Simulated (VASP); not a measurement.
## MgO: single point with r2SCAN

MgO:

```
Mg O
1.0
     0.00000    2.13515    2.13515
     2.13515    0.00000    2.13515
     2.13515    2.13515    0.00000
Mg O
1 1
Direct
  0.00000 0.00000 0.00000
  0.50000 0.50000 0.48344
```

This cell differs from its parent crystal: all O atoms moved -0.050 Å, as atom 2 along Cartesian [1 1 0].

```
Program                : VASP 6.6.1
Task                   : single point
Functional             : r2SCAN
Potentials or basis    : VASP PAW PBE potentials, release 64 (Mg, O)
Cutoff                 : 520 eV
k mesh                 : 10 × 10 × 10
Occupations            : gaussian, width 0.05 eV
Spin                   : no spin polarisation
Dipole correction      : no
Further INCAR settings : ALGO = Normal; EDIFF = 1e-07; NBANDS = 11
```

```yaml
Pressure: -8.0 GPa
Largest_force: 0.226 eV/Å
Band_gap_on_the_k_mesh: 5.20 eV, direct
```

Forces on the atoms (eV/Å):
```
Mg  -0.160 -0.160  0.000
O    0.160  0.160  0.000
```

Stress tensor (GPa, compression positive):
```
-7.85 -0.04  0.00
-0.04 -7.85  0.00
 0.00  0.00 -8.23
```

Levels at points of the mesh, in eV from the valence-band top:
```
           k point  band 2  band 3  band 4  band 5  band 6  band 7
(0.00, 0.00, 0.00)    0.00    0.00    0.00    5.20   16.59   16.60
(0.50, 0.00, 0.00)   -4.43   -0.63   -0.62    8.53   13.30   16.98
(0.00, 0.00, 0.50)   -4.43   -0.63   -0.63    8.53   13.31   16.99
(0.50, 0.50, 0.00)   -3.93   -1.32   -1.32    9.98   10.59   13.84
(0.00, 0.50, 0.50)   -3.93   -1.32   -1.32    9.97   10.59   13.84
```

Run time: 57 s on 1 thread of Intel(R) Xeon(R) 6975P-C (Granite Rapids), with other jobs on the host, peak memory 0.17 GiB.

Caveat: the cell differs from its parent crystal (all O atoms moved -0.050 Å, as atom 2 along Cartesian [1 1 0]); the PAW data sets were made with another functional, which shifts forces and pressure a little.
